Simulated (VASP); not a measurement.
Wanted: the native input for a VASP 6.6.1 run.

```yaml
Task: single point
Functional: PBE
Potentials_or_basis: VASP PAW PBE potentials, release 64 (K_sv, Cl)
Cutoff: 520 eV
k_mesh: 8 × 8 × 8
Occupations: fermi-dirac, width 0.02 eV
Spin: no spin polarisation
Dipole_correction: no
Further_INCAR_settings: ALGO = Normal; EDIFF = 1e-06; NBANDS = 15
```

The structure of KCl lies in POSCAR:

```
KCl
1.0
    3.6340000000      0.0000000000      0.0000000000
    0.0000000000      3.6340000000      0.0000000000
    0.0000000000      0.0000000000      3.6340000000
K Cl
1 1
Direct
    0.0000000000      0.0000000000      0.0000000000
    0.5000000000      0.5000000000      0.5000000000
```

These files were run (other wordings do the same):

INCAR

```
SYSTEM = KCl
ALGO = Normal
EDIFF = 1E-6
ENCUT = 520
GGA = PE
ISIF = 2
ISMEAR = -1
LASPH = .True.
LCHARG = .False.
LREAL = .False.
LWAVE = .False.
NBANDS = 15
NELM = 100
PREC = Accurate
SIGMA = 0.02
```

KPOINTS

```
k-points
0
Gamma
  8 8 8
  0 0 0
```

Potentials or basis: VASP PAW PBE potentials, release 64 (K_sv, Cl).

Launch:

```sh
$ cat potpaw_PBE.64/K_sv/POTCAR potpaw_PBE.64/Cl/POTCAR > POTCAR
$ mpirun -np 1 vasp_std > vasp.out
```

Results of the run:

- Pressure: 4.5 GPa
- Band gap on the k mesh: 5.58 eV (least direct gap 5.81 eV)

Caveat: the cell stands under pressure.

Run time: 15 s on 1 thread of Intel(R) Xeon(R) Platinum 8259CL CPU @ 2.50GHz (Skylake/Cascade Lake), with other jobs on the host, peak memory 0.17 GiB.
